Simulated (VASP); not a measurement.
# Mg2Sn (I4/mmm) in VASP: a series of runs

Runs on Mg2Sn. Level: LDA. Tasks: electric field gradients.

Everything below comes from runs of VASP 6.6.1. Logs are shortened: lines on timing, memory, paths and dates and some standing lists are left out, and cuts for length are marked.

### Step 1. The cell of the first run

The structure is tetragonal, space group I4/mmm (No. 139). Conventional cell: a = 4.779 Å, b = 4.779 Å, c = 6.691 Å, α = 90.00°, β = 90.00°, γ = 90.00°. Mg (site symmetry -4m2) has 4 Sn at 2.92 Å and 6 Mg at 3.35 to 3.38 Å within 3.8 Å. Within 3.8 Å of Sn (site symmetry 4/mmm) lie 8 Mg at 2.92 Å.

### Step 2. Electric field gradients, LDA (zz strain of -1 %)

Contents of INCAR:

```
PREC = Accurate
ENCUT = 520
EDIFF = 1E-8
ISMEAR = -1
SIGMA = 0.08
LREAL = False
LASPH = True
NELM = 120
ALGO = Normal
ISIF = 2
LWAVE = False
LCHARG = False
LEFG = True
NBANDS = 16
GGA_COMPAT = False
```

Contents of KPOINTS:

```
regular mesh
0
Gamma
  11 11 11
```

Contents of POSCAR:

```
Mg2Sn
1.0
    0.0000000000      3.3795000000      3.3457050000
    3.3795000000      0.0000000000      3.3457050000
    3.3795000000      3.3795000000      0.0000000000
Mg Sn
2 1
Direct
    0.2500000000      0.2500000000      0.2500000000
    0.7500000000      0.7500000000      0.7500000000
    0.0000000000      0.0000000000      0.0000000000
```

Potentials or basis: VASP PAW LDA potentials, release 64 (Mg, Sn_d).

The run is started by

```sh
cat potpaw_LDA.64/Mg/POTCAR potpaw_LDA.64/Sn_d/POTCAR > POTCAR
mpirun -np 1 vasp_std > vasp.out
```

OUTCAR:

```text
PREC = Accurate
   ENCUT = 520
   EDIFF = 1E-8
   ISMEAR = -1
   LREAL = False
   LASPH = True
   NELM = 120
   ISIF = 2

 ion  position               nearest neighbor table
   1  0.250  0.250  0.250-   3 2.92   3 2.92   3 2.92   3 2.92   2 3.35   2 3.35   2 3.38   2 3.38
                             2 3.38   2 3.38
   2  0.750  0.750  0.750-   3 2.92   3 2.92   3 2.92   3 2.92   1 3.35   1 3.35   1 3.38   1 3.38
                             1 3.38   1 3.38
   3  0.000  0.000  0.000-   2 2.92   2 2.92   1 2.92   1 2.92   2 2.92   1 2.92   2 2.92   1 2.92

  LATTYP: Found a body centered tetragonal cell.
 ALAT       =     4.7793347340
 C/A-ratio  =     1.4000714267

  Lattice vectors:

 A1 = (   0.0000000000,  -3.3795000000,  -3.3457050000)
 A2 = (   0.0000000000,   3.3795000000,  -3.3457050000)
 A3 = (   3.3795000000,   0.0000000000,   3.3457050000)

Analysis of symmetry for initial positions (statically):
=====================================================================
 Subroutine PRICEL returns:
 Original cell was already a primitive cell.

 Routine SETGRP: Setting up the symmetry group for a
 body centered tetragonal supercell.

 Subroutine GETGRP returns: Found 16 space group operations
 (whereof 16 operations were pure point group operations)
 out of a pool of 16 trial point group operations.

The static configuration has the point symmetry D_4h.

Analysis of symmetry for dynamics (positions and initial velocities):
=====================================================================
 Subroutine PRICEL returns:
 Original cell was already a primitive cell.

 Routine SETGRP: Setting up the symmetry group for a
 body centered tetragonal supercell.

 Subroutine GETGRP returns: Found 16 space group operations
 (whereof 16 operations were pure point group operations)
 out of a pool of 16 trial point group operations.

The dynamic configuration has the point symmetry D_4h.

 Subroutine INISYM returns: Found 16 space group operations
 (whereof 16 operations are pure point group operations),
 and found     1 'primitive' translations

----------------------------------------------------------------------------------------

                                     Primitive cell

  volume of cell :      76.4227

  direct lattice vectors                    reciprocal lattice vectors
     0.000000000  3.379500000  3.345705000    -0.147950880  0.147950880  0.149445334
     3.379500000  0.000000000  3.345705000     0.147950880 -0.147950880  0.149445334
     3.379500000  3.379500000  0.000000000     0.147950880  0.147950880 -0.149445334

  length of vectors
     4.755498102  4.755498102  4.779334734     0.257124160  0.257124160  0.257124160

  position of ions in fractional coordinates (direct lattice)
     0.250000000  0.250000000  0.250000000
     0.750000000  0.750000000  0.750000000
     0.000000000  0.000000000  0.000000000

  ion indices of the primitive-cell ions
   primitive index   ion index
                 1           1
                 2           2
                 3           3

----------------------------------------------------------------------------------------

 KPOINTS: regular mesh

Automatic generation of k-mesh.
 Grid dimensions read from file:
 generate k-points for:   11   11   11

 Generating k-lattice:

  Cartesian coordinates                     Fractional coordinates (reciprocal lattice)
    -0.013450080  0.013450080  0.013585939     0.090909091  0.000000000  0.000000000
     0.013450080 -0.013450080  0.013585939     0.000000000  0.090909091  0.000000000
     0.013450080  0.013450080 -0.013585939     0.000000000  0.000000000  0.090909091

  Length of vectors
     0.023374924  0.023374924  0.023374924

  Shift w.r.t. Gamma in fractional coordinates (k-lattice)
     0.000000000  0.000000000  0.000000000

 Subroutine IBZKPT returns following result:
 ===========================================

 Found    126 irreducible k-points:

 Following reciprocal coordinates:
            Coordinates               Weight
  0.000000  0.000000  0.000000      1.000000
  0.090909 -0.000000  0.000000      8.000000
  0.181818  0.000000  0.000000      8.000000
  0.272727  0.000000  0.000000      8.000000
  0.363636 -0.000000  0.000000      8.000000
  0.454545 -0.000000  0.000000      8.000000
[... 16 lines left out ...]
 -0.272727  0.181818  0.000000      8.000000
 -0.181818  0.181818  0.000000      4.000000
 [... further k-points ...]
   k-points           NKPTS =    126   k-points in BZ     NKDIM =    126   number of bands    NBANDS=     16
   number of dos      NEDOS =    301   number of ions     NIONS =      3
   total plane-waves  NPLWV =  46656
   dimension x,y,z NGX =    36 NGY =   36 NGZ =   36
   dimension x,y,z NGXF=    72 NGYF=   72 NGZF=   72
   ions per type =               2   1
   NGX,Y,Z   is equivalent  to a cutoff of  12.59, 12.59, 12.52 a.u.
   NGXF,Y,Z  is equivalent  to a cutoff of  25.17, 25.17, 25.04 a.u.
 SYSTEM =  unknown system
   PREC   = accura    normal or accurate (medium, high low for compatibility)
   ISTART =      0    job   : 0-new  1-cont  2-samecut
   ICHARG =      2    charge: 1-file 2-atom 10-const
   ISPIN  =      1    spin polarized calculation?
   LNONCOLLINEAR =      F non collinear calculations
   LSORBIT =      F    spin-orbit coupling
   LASPH  =      T    aspherical Exc in radial PAW
   ENCUT  =  520.0 eV  38.22 Ry    6.18 a.u.   8.84  8.84  8.89*2*pi/ulx,y,z
   NELM   =    120;   NELMIN=  2; NELMDL= -5     # of ELM steps
   EDIFF  = 0.1E-07   stopping-criterion for ELM
   LREAL  =      F    real-space projection
   EDIFFG = 0.1E-06   stopping-criterion for IOM
   NSW    =      0    number of steps for IOM
   IBRION =     -1    ionic relax: 0-MD 1-quasi-New 2-CG
   NFREE  =      0    steps in history (QN), initial steepest desc. (CG)
   ISIF   =      2    stress and relaxation
   ISYM   =      2    0-nonsym 1-usesym 2-fastsym
   POTIM  = 0.5000    time-step for ionic-motion
   TEBEG  =    0.0;   TEEND  =   0.0 temperature during run
   PSTRESS=    0.0 pullay stress
   NELECT =      18.0000    total number of electrons
   NUPDOWN=      -1.0000    fix difference up-down
   EMIN   =  10.00;   EMAX   =-10.00  energy-range for DOS
   EFERMI =   0.00;   METHOD = LEGACY
   ISMEAR =    -1;   SIGMA  =   0.08  broadening in eV -4-tet -1-fermi 0-gaus
   EFERMI_NEDOS =   21; number of points for ismear=-14 and -15
   IALGO  =     38    algorithm
   IMIX   =      4    mixing-type and parameters
     AMIX     =   0.40;   BMIX     =  1.00
     AMIX_MAG =   1.60;   BMIX_MAG =  1.00
  volume/ion in A,a.u.               =      25.47       171.91
  Fermi-wavevector in a.u.,A,eV,Ry     =   1.011016  1.910544 13.907249  1.022154
  Thomas-Fermi vector in A             =   2.144040
   LORBIT       =      0    0 simple, 1 ext, 2 COOP (PROOUT), +10 PAW based schemes
   GGA     = CA    functional components
   LHFCALC =     F    Hartree Fock is set to
   AEXX    =    0.0000 exact exchange contribution
   IVDW    =     0    specifies the selected vdW correction
   LEPSILON=     F    determine dielectric tensor
   LRPA    =     F    only Hartree local field effects (RPA)
 non-spin polarized calculation
  energy-cutoff  :      520.00
  volume of cell :       76.42
 maximum number of plane-waves:      2085
   NGX = 17   NGY = 17   NGZ = 17

 number of electron      18.0000008 magnetization

 Free energy of the ion-electron system (eV)
  ---------------------------------------------------
  ext. energy  EPLUGINS =         0.00000000
  ---------------------------------------------------
  free energy    TOTEN  =        -8.92492470 eV

  energy without entropy =       -8.91808022  energy(sigma->0) =       -8.92150246

 E-fermi :   4.1130     XC(G=0):  -9.0159

 val. band max:        4.0908563978   @ k =  -0.0909   0.0000   0.0909
 cond. band min:       4.1188059364   @ k =  -0.4545   0.4545   0.0000
 fundamental gap:      0.0279495386
 Fermi energy:         4.1130395446

 k-point     1 :       0.0000    0.0000    0.0000
  band No.  band energies     occupation
      1     -16.7604      2.00000
      2     -16.7586      2.00000
      3     -16.7586      2.00000
      4     -16.7195      2.00000
      5     -16.7173      2.00000
      6      -5.0330      2.00000
[... 433 lines left out ...]
      3     -16.7564      2.00000
      4     -16.7194      2.00000
      5     -16.7166      2.00000
      6      -4.3613      2.00000
[... 8 lines left out ...]
     15      10.4877      0.00000
     16      10.7964      0.00000

 [... further k-points ...]

------------------------ aborting loop because EDIFF is reached ----------------------------------------

  FORCE on cell =-STRESS in cart. coord.  units (eV):
  Direction    XX          YY          ZZ          XY          YZ          ZX
  --------------------------------------------------------------------------------------
  -------------------------------------------------------------------------------------
  Total       -0.8794236     -0.8794236     -0.6542984      0.0000000     -0.0000000      0.0000000
  in kB      -18.4368265    -18.4368265    -13.7171512      0.0000000     -0.0000000      0.0000000
  external PRESSURE =     -16.8636014 kB  Pullay stress =       0.0000000 kB

 VOLUME and BASIS-vectors are now :
 -----------------------------------------------------------------------------
  energy-cutoff  :      520.00
  volume of cell :       76.42
      direct lattice vectors                 reciprocal lattice vectors
     0.000000000  3.379500000  3.345705000    -0.147950880  0.147950880  0.149445334
     3.379500000  0.000000000  3.345705000     0.147950880 -0.147950880  0.149445334
     3.379500000  3.379500000  0.000000000     0.147950880  0.147950880 -0.149445334

 POSITION                                       TOTAL-FORCE (eV/Angst)
 -----------------------------------------------------------------------------------
      1.68975      1.68975      1.67285         0.000000      0.000000      0.000000
      5.06925      5.06925      5.01856        -0.000000     -0.000000      0.000000
      0.00000      0.00000      0.00000        -0.000000      0.000000      0.000000
 -----------------------------------------------------------------------------------
    total drift:                               -0.000000      0.000000     -0.000000

  FREE ENERGIE OF THE ION-ELECTRON SYSTEM (eV)
  ---------------------------------------------------
  free  energy   TOTEN  =        -8.9249246969 eV

  energy  without entropy=       -8.9180802188  energy(sigma->0) =       -8.92150246

 Electric field gradients (V/A^2)
---------------------------------------------------------------------
 ion       V_xx      V_yy      V_zz      V_xy      V_xz      V_yz
---------------------------------------------------------------------
   1       0.068     0.068    -0.136     0.000     0.000     0.000
   2       0.068     0.068    -0.136     0.000     0.000     0.000
   3       1.937     1.937    -3.875     0.002     0.002     0.002
---------------------------------------------------------------------

 Electric field gradients after diagonalization (V/A^2)
 (convention: |V_zz| > |V_xx| > |V_yy|)
----------------------------------------------------------------------
 ion       V_xx      V_yy      V_zz     asymmetry (V_yy - V_xx)/ V_zz
----------------------------------------------------------------------
   1       0.068     0.068    -0.136       0.000
   2       0.068     0.068    -0.136       0.000
   3       1.939     1.935    -3.875       0.001
----------------------------------------------------------------------

           NMR quadrupolar parameters

 Cq : quadrupolar parameter    Cq=e*Q*V_zz/h
 eta: asymmetry parameters     (V_yy - V_xx)/ V_zz
 Q  : nuclear electric quadrupole moment in mb (millibarn)
----------------------------------------------------------------------
 ion       Cq(MHz)       eta       Q (mb)
----------------------------------------------------------------------
   1      -0.000       0.000       1.000
   2      -0.000       0.000       1.000
   3      -0.009       0.001       1.000
----------------------------------------------------------------------
```

Wall time 93 s (1 thread of AMD EPYC 9R45 (Zen 5), shared host); peak memory 0.26 GiB.

Results:

```yaml
Free_energy: -8.9249 eV
Pressure: -1.7 GPa
Band_gap_on_the_k_mesh: zero (bands 9 and 10 overlap by 0.24 eV)
Largest_electric_field_gradient_by_atom: Mg -0.1; Sn -3.9 V/Å²
```

Electric field gradients, principal values (V/Å²):
```tsv
atom	least	middle	greatest (by size)
1 Mg	0.068	0.068	-0.136
2 Mg	0.068	0.068	-0.136
3 Sn	1.935	1.939	-3.875
```

Caveat: the cell differs from its parent crystal (zz strain of -1 %); without QUAD_EFG the Cq values of the log hold for a quadrupole moment of 1 mb, not for the nuclei; spin-orbit coupling is left out, which moves the levels of the heavy elements.

### Step 3. Electric field gradients, LDA (zz strain of -1 %)

Contents of INCAR:

```
SYSTEM = Mg2Sn
PREC = Accurate
ENCUT = 520
EDIFF = 1E-8
ISMEAR = -1
SIGMA = 0.08
LREAL = .FALSE.
LASPH = .TRUE.
NELM = 120
ALGO = Normal
ISIF = 2
LWAVE = .FALSE.
LCHARG = .FALSE.
GGA = CA
LEFG = .TRUE.
NBANDS = 16
GGA_COMPAT = .FALSE.
```

Contents of KPOINTS:

```
regular mesh
0
G
  11 11 11
  0 0 0
```

POSCAR is that of step 2.

Potentials or basis: VASP PAW LDA potentials, release 64 (Mg, Sn_d).

The run is started by

```sh
cat potpaw_LDA.64/Mg/POTCAR potpaw_LDA.64/Sn_d/POTCAR > POTCAR
mpirun -np 1 vasp_std > vasp.out
```

OUTCAR:

```text
SYSTEM = Mg2Sn
   PREC = Accurate
   ENCUT = 520
   EDIFF = 1E-8
   ISMEAR = -1
   LREAL = .FALSE.
   LASPH = .TRUE.
   NELM = 120
   ISIF = 2
   GGA = CA

 ion  position               nearest neighbor table
   1  0.250  0.250  0.250-   3 2.92   3 2.92   3 2.92   3 2.92   2 3.35   2 3.35   2 3.38   2 3.38
                             2 3.38   2 3.38
   2  0.750  0.750  0.750-   3 2.92   3 2.92   3 2.92   3 2.92   1 3.35   1 3.35   1 3.38   1 3.38
                             1 3.38   1 3.38
   3  0.000  0.000  0.000-   2 2.92   2 2.92   1 2.92   1 2.92   2 2.92   1 2.92   2 2.92   1 2.92

  LATTYP: Found a body centered tetragonal cell.
 ALAT       =     4.7793347340
 C/A-ratio  =     1.4000714267

[... 681 lines left out ...]
 ion       V_xx      V_yy      V_zz      V_xy      V_xz      V_yz
---------------------------------------------------------------------
   1       0.068     0.068    -0.136     0.000     0.000     0.000
   2       0.068     0.068    -0.136     0.000     0.000     0.000
   3       1.937     1.937    -3.875     0.002     0.002     0.002
---------------------------------------------------------------------

 Electric field gradients after diagonalization (V/A^2)
 (convention: |V_zz| > |V_xx| > |V_yy|)
----------------------------------------------------------------------
 ion       V_xx      V_yy      V_zz     asymmetry (V_yy - V_xx)/ V_zz
----------------------------------------------------------------------
   1       0.068     0.068    -0.136       0.000
   2       0.068     0.068    -0.136       0.000
   3       1.939     1.935    -3.875       0.001
----------------------------------------------------------------------

           NMR quadrupolar parameters

 Cq : quadrupolar parameter    Cq=e*Q*V_zz/h
 eta: asymmetry parameters     (V_yy - V_xx)/ V_zz
 Q  : nuclear electric quadrupole moment in mb (millibarn)
----------------------------------------------------------------------
 ion       Cq(MHz)       eta       Q (mb)
----------------------------------------------------------------------
   1      -0.000       0.000       1.000
   2      -0.000       0.000       1.000
   3      -0.009       0.001       1.000
----------------------------------------------------------------------
```

OSZICAR:

```text
N       E                     dE             d eps       ncg     rms          rms(c)
DAV:   1     0.949049625395E+02    0.94905E+02   -0.83147E+03  4064   0.116E+03
DAV:   2    -0.134910656047E+01   -0.96254E+02   -0.93242E+02  4360   0.300E+02
DAV:   3    -0.909412432129E+01   -0.77450E+01   -0.77161E+01  5400   0.757E+01
DAV:   4    -0.929472727522E+01   -0.20060E+00   -0.20058E+00  4648   0.132E+01
DAV:   5    -0.930356902731E+01   -0.88418E-02   -0.88417E-02  6216   0.253E+00    0.338E+00
DAV:   6    -0.900592404316E+01    0.29764E+00   -0.25853E-01  4944   0.198E+00    0.179E+00
DAV:   7    -0.892616967525E+01    0.79754E-01   -0.19992E-01  5224   0.256E+00    0.441E-01
DAV:   8    -0.892511088297E+01    0.10588E-02   -0.16808E-02  5096   0.141E+00    0.197E-01
DAV:   9    -0.892499100372E+01    0.11988E-03   -0.15553E-03  5360   0.467E-01    0.457E-02
DAV:  10    -0.892492451694E+01    0.66487E-04   -0.28894E-04  5088   0.934E-02    0.189E-02
DAV:  11    -0.892492499970E+01   -0.48276E-06   -0.20524E-05  4848   0.327E-02    0.687E-03
DAV:  12    -0.892492466901E+01    0.33069E-06   -0.20284E-06  5496   0.137E-02    0.181E-03
DAV:  13    -0.892492469632E+01   -0.27307E-07   -0.16405E-07  4624   0.302E-03    0.136E-03
DAV:  14    -0.892492469694E+01   -0.61982E-09   -0.70379E-09  3472   0.897E-04
   1 F= -.89249247E+01 E0= -.89215025E+01  d E =-.684448E-02
```

Run time: 91 s. Hardware: 1 thread of AMD EPYC 9R45 (Zen 5), shared host; peak memory 0.26 GiB.

What came out:

| Property | Result |
| --- | --- |
| Free energy | -8.9249 eV |
| Pressure | -1.7 GPa |
| Band gap on the k mesh | zero (bands 9 and 10 overlap by 0.24 eV) |
| Largest electric field gradient by atom | Mg -0.1; Sn -3.9 V/Å² |

Stress tensor (GPa, compression positive):
```
-1.84  0.00  0.00
 0.00 -1.84  0.00
 0.00  0.00 -1.37
```

Electric field gradients, principal values (V/Å²):
```csv
atom,least,middle,greatest (by size)
1 Mg,0.068,0.068,-0.136
2 Mg,0.068,0.068,-0.136
3 Sn,1.935,1.939,-3.875
```

Caveat: the cell differs from its parent crystal (zz strain of -1 %); without QUAD_EFG the Cq values of the log hold for a quadrupole moment of 1 mb, not for the nuclei; spin-orbit coupling is left out, which moves the levels of the heavy elements.
